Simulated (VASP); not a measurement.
# WC (P-6m2) in VASP: a series of runs

The runs below take WC through single point, relaxation of cell and atoms, with revPBE, revPBE+D3(BJ), PBE-based screened hybrid with 15 % exact exchange, PBEsol.

All numbers are computed with VASP 6.6.1; they aren't measurements. Logs are shortened: lines on timing, memory, paths and dates and some standing lists are left out, and cuts for length are marked.

### 1 The cell of the first run

The structure is hexagonal, space group P-6m2 (No. 187). The conventional cell has a = 2.907 Å, b = 2.907 Å, c = 2.837 Å, α = 90.00°, β = 90.00°, γ = 120.00°. W (site symmetry -6m2) has 6 C at 2.20 Å and 8 W at 2.84 to 2.91 Å within 3.0 Å. Within 3.0 Å of C (site symmetry -6m2) lie 6 W at 2.20 Å and 8 C at 2.84 to 2.91 Å.

### 2 Single point, revPBE

Contents of INCAR:

```
SYSTEM = WC
PREC = Accurate
ENCUT = 520
EDIFF = 1E-6
ISMEAR = -1
SIGMA = 0.05
LREAL = .False.
LASPH = .True.
NELM = 80
ALGO = Normal
ISIF = 2
LWAVE = .False.
LCHARG = .True.
GGA = RE
LELF = .True.
LVHAR = .True.
NBANDS = 16
```

Contents of KPOINTS:

```
Automatic mesh
0
Gamma
  10 10 9
  0 0 0
```

Contents of POSCAR:

```
WC
1.0
    2.9065000000      0.0000000000      0.0000000000
   -1.4532500000      2.5171028361      0.0000000000
    0.0000000000      0.0000000000      2.8366000000
W C
1 1
Direct
    0.0000000000      0.0000000000      0.0000000000
    0.6666666667      0.3333333333      0.5000000000
```

Potentials or basis: VASP PAW PBE potentials, release 64 (W_sv, C).

Command:

```
cat potpaw_PBE.64/W_sv/POTCAR potpaw_PBE.64/C/POTCAR > POTCAR
mpirun -np 1 vasp_std > vasp.out
```

OUTCAR:

```text
SYSTEM = WC
   PREC = Accurate
   ENCUT = 520
   EDIFF = 1E-6
   ISMEAR = -1
   LREAL = .False.
   LASPH = .True.
   NELM = 80
   ISIF = 2
   GGA = RE

 ion  position               nearest neighbor table
   1  0.000  0.000  0.000-   2 2.20   2 2.20   2 2.20   2 2.20   2 2.20   2 2.20
   2  0.667  0.333  0.500-   1 2.20   1 2.20   1 2.20   1 2.20   1 2.20   1 2.20

  LATTYP: Found a hexagonal cell.
 ALAT       =     2.9065000000
 C/A-ratio  =     0.9759504559

  Lattice vectors:

 A1 = (   2.9065000000,   0.0000000000,   0.0000000000)
 A2 = (  -1.4532500000,   2.5171028361,   0.0000000000)
 A3 = (   0.0000000000,   0.0000000000,   2.8366000000)

Analysis of symmetry for initial positions (statically):
=====================================================================
 Subroutine PRICEL returns:
 Original cell was already a primitive cell.

 Routine SETGRP: Setting up the symmetry group for a
 hexagonal supercell.

 Subroutine GETGRP returns: Found 12 space group operations
 (whereof 12 operations were pure point group operations)
 out of a pool of 24 trial point group operations.

The static configuration has the point symmetry D_3h.

Analysis of symmetry for dynamics (positions and initial velocities):
=====================================================================
 Subroutine PRICEL returns:
 Original cell was already a primitive cell.

 Routine SETGRP: Setting up the symmetry group for a
 hexagonal supercell.

 Subroutine GETGRP returns: Found 12 space group operations
 (whereof 12 operations were pure point group operations)
 out of a pool of 24 trial point group operations.

The dynamic configuration has the point symmetry D_3h.

 Subroutine INISYM returns: Found 12 space group operations
 (whereof 12 operations are pure point group operations),
 and found     1 'primitive' translations

----------------------------------------------------------------------------------------

                                     Primitive cell

  volume of cell :      20.7525

  direct lattice vectors                    reciprocal lattice vectors
     2.906500000  0.000000000  0.000000000     0.344056425  0.198641070  0.000000000
    -1.453250000  2.517102836  0.000000000     0.000000000  0.397282139  0.000000000
     0.000000000  0.000000000  2.836600000     0.000000000  0.000000000  0.352534725

  length of vectors
     2.906500000  2.906500000  2.836600000     0.397282139  0.397282139  0.352534725

  position of ions in fractional coordinates (direct lattice)
     0.000000000  0.000000000  0.000000000
     0.666666667  0.333333333  0.500000000

  ion indices of the primitive-cell ions
   primitive index   ion index
                 1           1
                 2           2

----------------------------------------------------------------------------------------

 KPOINTS: Automatic mesh

Automatic generation of k-mesh.
 Grid dimensions read from file:
 generate k-points for:   10   10    9

 Generating k-lattice:

  Cartesian coordinates                     Fractional coordinates (reciprocal lattice)
     0.034405643  0.019864107  0.000000000     0.100000000  0.000000000  0.000000000
     0.000000000  0.039728214  0.000000000     0.000000000  0.100000000  0.000000000
     0.000000000  0.000000000  0.039170525     0.000000000  0.000000000  0.111111111

  Length of vectors
     0.039728214  0.039728214  0.039170525

  Shift w.r.t. Gamma in fractional coordinates (k-lattice)
     0.000000000  0.000000000  0.000000000

 Subroutine IBZKPT returns following result:
 ===========================================

 Found     70 irreducible k-points:

 Following reciprocal coordinates:
            Coordinates               Weight
  0.000000  0.000000  0.000000      1.000000
  0.100000  0.000000  0.000000      6.000000
  0.200000  0.000000  0.000000      6.000000
  0.300000  0.000000  0.000000      6.000000
  0.400000  0.000000  0.000000      6.000000
  0.500000  0.000000  0.000000      3.000000
[... 16 lines left out ...]
  0.300000  0.100000  0.111111     24.000000
  0.400000  0.100000  0.111111     24.000000
 [... further k-points ...]
   k-points           NKPTS =     70   k-points in BZ     NKDIM =     70   number of bands    NBANDS=     16
   number of dos      NEDOS =    301   number of ions     NIONS =      2
   total plane-waves  NPLWV =  13824
   dimension x,y,z NGX =    24 NGY =   24 NGZ =   24
   dimension x,y,z NGXF=    48 NGYF=   48 NGZF=   48
   ions per type =               1   1
   NGX,Y,Z   is equivalent  to a cutoff of  13.73, 13.73, 14.07 a.u.
   NGXF,Y,Z  is equivalent  to a cutoff of  27.46, 27.46, 28.13 a.u.
 SYSTEM =  WC
   PREC   = accura    normal or accurate (medium, high low for compatibility)
   ISTART =      0    job   : 0-new  1-cont  2-samecut
   ICHARG =      2    charge: 1-file 2-atom 10-const
   ISPIN  =      1    spin polarized calculation?
   LNONCOLLINEAR =      F non collinear calculations
[... 108 lines left out ...]
  band No.  band energies     occupation
      1     -62.8233      2.00000
      2     -27.4878      2.00000
      3     -26.9230      2.00000
      4     -26.7552      2.00000
      5      -0.4343      2.00000
      6       4.3960      2.00000
[... 8 lines left out ...]
     15      25.1384      0.00000
     16      28.3248      0.00000

 k-point     6 :       0.5000    0.0000    0.0000
  band No.  band energies     occupation
      1     -62.8177      2.00000
      2     -27.5613      2.00000
      3     -26.9409      2.00000
      4     -26.7445      2.00000
      5      -0.0057      2.00000
      6       4.0993      2.00000
[... 8 lines left out ...]
     15      23.9909      0.00000
     16      29.2814      0.00000

 k-point     7 :       0.1000    0.1000    0.0000
  band No.  band energies     occupation
      1     -62.8604      2.00000
      2     -26.9717      2.00000
      3     -26.8261      2.00000
      4     -26.8085      2.00000
      5      -2.5947      2.00000
      6       6.4176      2.00000
[... 8 lines left out ...]
     15      24.8336      0.00000
     16      29.1784      0.00000

 k-point     8 :       0.2000    0.1000    0.0000
  band No.  band energies     occupation
      1     -62.8441      2.00000
      2     -27.1867      2.00000
      3     -26.8764      2.00000
      4     -26.7951      2.00000
      5      -1.7336      2.00000
      6       5.5281      2.00000
[... 8 lines left out ...]
     15      25.2927      0.00000
     16      29.2773      0.00000

 k-point     9 :       0.3000    0.1000    0.0000
  band No.  band energies     occupation
      1     -62.8279      2.00000
      2     -27.3947      2.00000
      3     -26.9443      2.00000
      4     -26.7639      2.00000
      5      -0.7318      2.00000
      6       4.7255      2.00000
[... 8 lines left out ...]
     15      26.2529      0.00000
     16      27.6376      0.00000
[... 172 lines left out ...]
 k-point    19 :       0.4000    0.0000    0.1111
  band No.  band energies     occupation
      1     -62.8187      2.00000
      2     -27.4752      2.00000
      3     -26.9140      2.00000
      4     -26.8389      2.00000
      5      -0.3222      2.00000
      6       4.3657      2.00000
[... 8 lines left out ...]
     15      24.7752      0.00000
     16      28.1855      0.00000

 k-point    20 :       0.5000    0.0000    0.1111
  band No.  band energies     occupation
      1     -62.8131      2.00000
      2     -27.5482      2.00000
      3     -26.9317      2.00000
      4     -26.8275      2.00000
      5       0.0695      2.00000
      6       4.0216      2.00000
[... 8 lines left out ...]
     15      24.0461      0.00000
     16      29.0628      0.00000

 k-point    21 :       0.1000    0.1000    0.1111
  band No.  band energies     occupation
      1     -62.8557      2.00000
      2     -26.9644      2.00000
      3     -26.9128      2.00000
      4     -26.8003      2.00000
      5      -2.3310      2.00000
      6       6.5749      2.00000
[... 8 lines left out ...]
     15      24.6317      0.00000
     16      28.7677      0.00000

 k-point    22 :       0.2000    0.1000    0.1111
  band No.  band energies     occupation
      1     -62.8395      2.00000
      2     -27.1763      2.00000
      3     -26.8813      2.00000
      4     -26.8677      2.00000
      5      -1.5223      2.00000
      6       5.6839      2.00000
[... 8 lines left out ...]
     15      24.7703      0.00000
     16      28.8263      0.00000

 k-point    23 :       0.3000    0.1000    0.1111
  band No.  band energies     occupation
      1     -62.8232      2.00000
      2     -27.3827      2.00000
      3     -26.9351      2.00000
      4     -26.8481      2.00000
      5      -0.5980      2.00000
      6       4.8087      2.00000
[... 8 lines left out ...]
     15      25.4296      0.00000
     16      27.7577      0.00000

 k-point    24 :       0.4000    0.1000    0.1111
  band No.  band energies     occupation
      1     -62.8131      2.00000
      2     -27.5074      2.00000
      3     -26.9765      2.00000
      4     -26.8275      2.00000
      5       0.0825      2.00000
      6       4.2422      2.00000
[... 8 lines left out ...]
     15      24.5638      0.00000
     16      28.6066      0.00000

 [... further k-points ...]
[... 5 lines left out ...]
  --------------------------------------------------------------------------------------
  -------------------------------------------------------------------------------------
  Total        1.2894066      1.2894066      1.2659000     -0.0000000      0.0000000      0.0000000
  in kB       99.5476701     99.5476701     97.7328552     -0.0000000      0.0000000      0.0000000
  external PRESSURE =      98.9427318 kB  Pullay stress =       0.0000000 kB

 VOLUME and BASIS-vectors are now :
 -----------------------------------------------------------------------------
  energy-cutoff  :      520.00
  volume of cell :       20.75
      direct lattice vectors                 reciprocal lattice vectors
     2.906500000  0.000000000  0.000000000     0.344056425  0.198641070  0.000000000
    -1.453250000  2.517102836  0.000000000     0.000000000  0.397282139  0.000000000
     0.000000000  0.000000000  2.836600000     0.000000000  0.000000000  0.352534725

 POSITION                                       TOTAL-FORCE (eV/Angst)
 -----------------------------------------------------------------------------------
      0.00000      0.00000      0.00000         0.000000     -0.000000      0.000000
      1.45325      0.83903      1.41830        -0.000000      0.000000      0.000000
 -----------------------------------------------------------------------------------
    total drift:                                0.000000     -0.000000      0.000000

  FREE ENERGIE OF THE ION-ELECTRON SYSTEM (eV)
  ---------------------------------------------------
  free  energy   TOTEN  =       -21.5845755397 eV

  energy  without entropy=      -21.5826978540  energy(sigma->0) =      -21.58363670
```

Run time: 29 s. Hardware: 1 thread of Intel Xeon 8259CL, shared host; peak memory 0.15 GiB.

What came out:

```yaml
Free_energy: -21.5846 eV
Pressure: 9.9 GPa
Band_gap_on_the_k_mesh: zero (bands 9 and 10 overlap by 1.19 eV)
```

Caveat: the cell stands under pressure; the PAW data sets were made with another functional, which shifts forces and pressure a little; spin-orbit coupling is left out, which moves the levels of the heavy elements.

### 3 Relaxation of cell and atoms, revPBE+D3(BJ)

Contents of INCAR:

```
PREC = Accurate
ENCUT = 600
EDIFF = 1E-7
ISMEAR = -1
SIGMA = 0.05
LREAL = False
LASPH = True
NELM = 60
ALGO = Normal
ISIF = 3
LWAVE = False
LCHARG = False
GGA = RE
IVDW = 12
IBRION = 2
NSW = 80
EDIFFG = -0.01
```

Contents of KPOINTS:

```
regular mesh
0
Gamma
  10 10 9
```

POSCAR is that of step 2.

Potentials or basis: VASP PAW PBE potentials, release 64 (W_sv, C).

Command:

```
cat potpaw_PBE.64/W_sv/POTCAR potpaw_PBE.64/C/POTCAR > POTCAR
mpirun -np 1 vasp_std > vasp.out
```

Run time: 84 s. Hardware: 1 thread of Intel Xeon 8259CL, shared host; peak memory 0.18 GiB.

Results (log left out):

```yaml
Free_energy: -23.3145 eV
Relaxed_volume: 10.27 Å³/atom
Relaxed_cell: a = 2.895 Å, b = 2.895 Å, c = 2.829 Å, α = 90.00°, β = 90.00°, γ = 120.00°
Space_group_after_relaxing_to_0.1_Å: P-6m2 (No. 187)
Energy_gained_by_relaxing: 1.4 meV/atom
Ionic_steps: 6
Pressure_after_relaxing: 0.1 GPa
Band_gap_on_the_k_mesh: zero (bands 9 and 10 overlap by 1.20 eV)
Dispersion_energy_per_atom: -0.872 eV
```

Step by step:
| step | energy change (eV) | largest force (eV/Å) | pressure (GPa) | volume (Å³) |
| --- | --- | --- | --- | --- |
| 1 | 0.0000 | 0.0000 | -4.10 | 20.75 |
| 2 | 0.0189 | 0.0000 | 12.39 | 19.96 |
| 3 | -0.0027 | 0.0000 | -0.02 | 20.54 |
| 4 | -0.0027 | 0.0000 | 0.04 | 20.54 |
| 5 | -0.0027 | 0.0000 | 0.05 | 20.53 |
| 6 | -0.0028 | 0.0000 | 0.05 | 20.54 |

Final structure:
```cif
data_structure
_symmetry_space_group_name_H-M 'P 1'
_symmetry_Int_Tables_number 1
_cell_length_a 2.8955
_cell_length_b 2.8955
_cell_length_c 2.8285
_cell_angle_alpha 90.000
_cell_angle_beta 90.000
_cell_angle_gamma 120.000
_cell_volume 20.54
loop_
_atom_site_label
_atom_site_type_symbol
_atom_site_fract_x
_atom_site_fract_y
_atom_site_fract_z
_atom_site_occupancy
W1 W 0.00000 0.00000 0.00000 1
C1 C 0.66667 0.33333 0.50000 1
```

Levels at points of the mesh, in eV from the Fermi level:
| k point | band 6 | band 7 | band 8 | band 9 | band 10 | band 11 | band 12 | band 13 |
| --- | --- | --- | --- | --- | --- | --- | --- | --- |
| (0.00, 0.00, 0.00) | -4.37 | -3.37 | -3.37 | 0.08 | 3.29 | 3.29 | 5.69 | 5.69 |
| (0.50, 0.00, 0.00) | -7.09 | -3.67 | -3.62 | -0.47 | 2.38 | 4.61 | 4.98 | 6.93 |

Caveat: the PAW data sets were made with another functional, which shifts forces and pressure a little; spin-orbit coupling is left out, which moves the levels of the heavy elements.

### 4 Single point, PBE-based screened hybrid with 15 % exact exchange

POSCAR is that of step 3.

Contents of INCAR.step1:

```
SYSTEM = WC
PREC = Accurate
ENCUT = 520
EDIFF = 1E-5
ISMEAR = -1
SIGMA = 0.05
LREAL = .False.
LASPH = .True.
NELM = 80
ALGO = Normal
ISIF = 2
LWAVE = .True.
LCHARG = .False.
GGA = PE
NBANDS = 16
```

Contents of INCAR.step2:

```
SYSTEM = WC
PREC = Accurate
ENCUT = 520
EDIFF = 1E-6
ISMEAR = -1
SIGMA = 0.05
LREAL = .False.
LASPH = .True.
NELM = 80
ALGO = Normal
ISIF = 2
LWAVE = .False.
LCHARG = .False.
GGA = PE
LHFCALC = .True.
AEXX = 0.15
HFSCREEN = 0.2078699
PRECFOCK = Normal
ISTART = 1
NBANDS = 16
```

Contents of KPOINTS:

```
regular mesh
0
Gamma
  6 6 5
  0 0 0
```

Command:

```
cat potpaw_PBE.64/W_sv/POTCAR potpaw_PBE.64/C/POTCAR > POTCAR
cp INCAR.step1 INCAR
mpirun -np 1 vasp_std > vasp.out
cp INCAR.step2 INCAR
mpirun -np 1 vasp_std > vasp.out
```

Run time: 21 min. Hardware: 1 thread of AMD EPYC 7R13 (Zen 3), shared host; peak memory 0.23 GiB.

The run converged. Its results:

* Free energy: -24.5380 eV
* Pressure: 0.8 GPa
* Band gap on the k mesh: zero (bands 9 and 10 overlap by 1.23 eV)

Stress tensor (GPa, compression positive):
```
 2.07  0.00  0.00
 0.00  2.07  0.00
 0.00  0.00 -1.86
```

Levels at points of the mesh, in eV from the Fermi level:
```tsv
k point	band 5	band 6	band 7	band 8	band 9	band 10	band 11	band 12	band 13	band 14
(0.00, 0.00, 0.00)	-15.88	-5.02	-3.99	-3.99	-0.30	3.28	3.28	5.84	5.84	6.53
(0.50, 0.00, 0.00)	-12.34	-7.97	-4.27	-4.23	-0.93	2.34	4.63	5.03	7.12	9.86
```

Caveat: the k points lie up to 0.44 Å⁻¹ apart, too coarse for converged energies and pressures of a metal; the PAW data sets were made with another functional, which shifts forces and pressure a little; spin-orbit coupling is left out, which moves the levels of the heavy elements.

### 5 Single point, PBEsol

Contents of INCAR:

```
ALGO = Normal
EDIFF = 1E-7
ENCUT = 520
GGA = PS
ISIF = 2
ISMEAR = -1
LASPH = True
LCHARG = True
LELF = True
LREAL = False
LVHAR = True
LWAVE = False
NBANDS = 16
NELM = 60
PREC = Accurate
SIGMA = 0.05
```

Contents of KPOINTS:

```
k-points
0
Gamma
  8 8 7
```

POSCAR is that of step 4.

Command:

```
cat potpaw_PBE.64/W_sv/POTCAR potpaw_PBE.64/C/POTCAR > POTCAR
mpirun -np 1 vasp_std > vasp.out
```

It took 9.4 s on 1 thread of Intel Xeon Platinum 8259CL at 2.50GHz (Skylake/Cascade Lake), shared host; peak memory 0.15 GiB.

Results (log left out):

```yaml
Free_energy: -23.9041 eV
Pressure: -2.3 GPa
Band_gap_on_the_k_mesh: zero (bands 9 and 10 overlap by 0.97 eV)
```

Stress tensor (GPa, compression positive):
```
-1.86  0.00  0.00
 0.00 -1.86  0.00
 0.00  0.00 -3.32
```

Levels at points of the mesh, in eV from the Fermi level:
| k point | band 6 | band 7 | band 8 | band 9 | band 10 | band 11 | band 12 | band 13 |
| --- | --- | --- | --- | --- | --- | --- | --- | --- |
| (0.00, 0.00, 0.00) | -4.47 | -3.47 | -3.47 | -0.03 | 3.08 | 3.08 | 5.51 | 5.51 |
| (0.50, 0.00, 0.00) | -7.19 | -3.76 | -3.73 | -0.59 | 2.19 | 4.40 | 4.77 | 6.72 |

Caveat: the PAW data sets were made with another functional, which shifts forces and pressure a little; spin-orbit coupling is left out, which moves the levels of the heavy elements.

### 6 Summary

```csv
task,level,cell,k mesh,cutoff (eV),grid for exact exchange (PRECFOCK),share of exact exchange,screening parameter,gap on the mesh (eV),pressure (GPa)
single point,revPBE,as given,10 × 10 × 9,520,-,-,-,none,9.9
relaxation of cell and atoms,revPBE+D3(BJ),relaxed,10 × 10 × 9,600,-,-,-,none,0.1
single point,PBE-based screened hybrid with 15 % exact exchange,as given,6 × 6 × 5,520,Normal,0.15,0.20787 1/Å,none,0.8
single point,PBEsol,as given,8 × 8 × 7,520,-,-,-,none,-2.3
```

Alike in all rows: potentials or basis VASP PAW PBE potentials, release 64 (W_sv, C); no spin polarisation; smearing fermi-dirac 0.05 eV.

Caveats: some runs use coarse meshes; the PAW data sets were made with another functional, which shifts forces and pressure a little; spin-orbit coupling is left out, which moves the levels of the heavy elements; the cell stands under pressure (at least some runs).

Absolute energies hang on the potentials; compare differences alone.
